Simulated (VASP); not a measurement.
A run of VASP 6.6.1 is set up as follows.

INCAR

```
SYSTEM = KTaO3
ALGO = Normal
EDIFF = 1E-6
ENCUT = 520
GGA = PE
ISIF = 2
ISMEAR = -1
LASPH = .TRUE.
LCHARG = .TRUE.
LELF = .TRUE.
LREAL = .FALSE.
LVHAR = .TRUE.
LWAVE = .FALSE.
NBANDS = 27
NELM = 60
PREC = Accurate
SIGMA = 0.01
```

File KPOINTS:

```
k-points
0
G
  8 8 8
  0 0 0
```

The input POSCAR:

```
KTaO3
1.0
    4.0243806080      0.0000000000      0.0000000000
    0.0000000000      4.0243806080      0.0000000000
    0.0000000000      0.0000000000      4.0243806080
K Ta O
1 1 3
Direct
    0.5000000000      0.5000000000      0.5000000000
    0.0000000000      0.0000000000      0.0000000000
    0.5000000000      0.0000000000      0.0000000000
    0.0000000000      0.5000000000      0.0000000000
    0.0000000000      0.0000000000      0.5000000000
```

Potentials or basis: VASP PAW PBE potentials, release 64 (K_sv, Ta_pv, O).

Command:

```console
$ cat potpaw_PBE.64/K_sv/POTCAR potpaw_PBE.64/Ta_pv/POTCAR potpaw_PBE.64/O/POTCAR > POTCAR
$ mpirun -np 1 vasp_std > vasp.out
```

(1) What does it give for the band gap on the k mesh?

(2) Estimate the pressure.

Results:

(1) 2.12 eV (least direct gap 2.75 eV).

(2) 0.6 GPa.

Caveat: spin-orbit coupling is left out, which moves the levels of the heavy elements.
